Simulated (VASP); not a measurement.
Here is a VASP 6.6.1 calculation.

INCAR

```
PREC = Accurate
ENCUT = 520
EDIFF = 1E-6
ISMEAR = 0
SIGMA = 0.05
LREAL = F
LASPH = T
NELM = 60
ALGO = Normal
ISIF = 2
LWAVE = F
LCHARG = F
GGA = CA
NBANDS = 16
```

KPOINTS

```
regular mesh
0
Gamma
  12 12 6
```

File POSCAR:

```
SiC
1.0
    3.1125233865      0.0000000000      0.0000000000
   -1.5562616933      2.6955243226      0.0000000000
    0.0000000000      0.0000000000      4.8362388379
Si C
2 2
Direct
    0.3333333333      0.6666666667      0.0046041256
    0.6666666667      0.3333333333      0.5046041256
    0.3333333333      0.6666666667      0.3504926021
    0.6666666667      0.3333333333      0.8504926021
```

Potentials or basis: VASP PAW LDA potentials, release 64 (Si, C).

The run is started by

```sh
$ cat potpaw_LDA.64/Si/POTCAR potpaw_LDA.64/C/POTCAR > POTCAR
$ mpirun -np 1 vasp_std > vasp.out
```

Task: What does it give for the largest force?

Result: 5.269 eV/Å.

Task: What does it give for the pressure?

Result: 8.8 GPa.

Task: What does it give for the band gap on the k mesh?

Result: 1.46 eV, indirect (least direct gap 3.16 eV).

Stress tensor (GPa, compression positive):
```
-14.60   0.00   0.00
  0.00 -14.60   0.00
  0.00   0.00  55.67
```

Caveat: forces of over 1 eV/Å act on the atoms, so gaps and moduli don't describe the material at rest. A k mesh can miss the band edges.
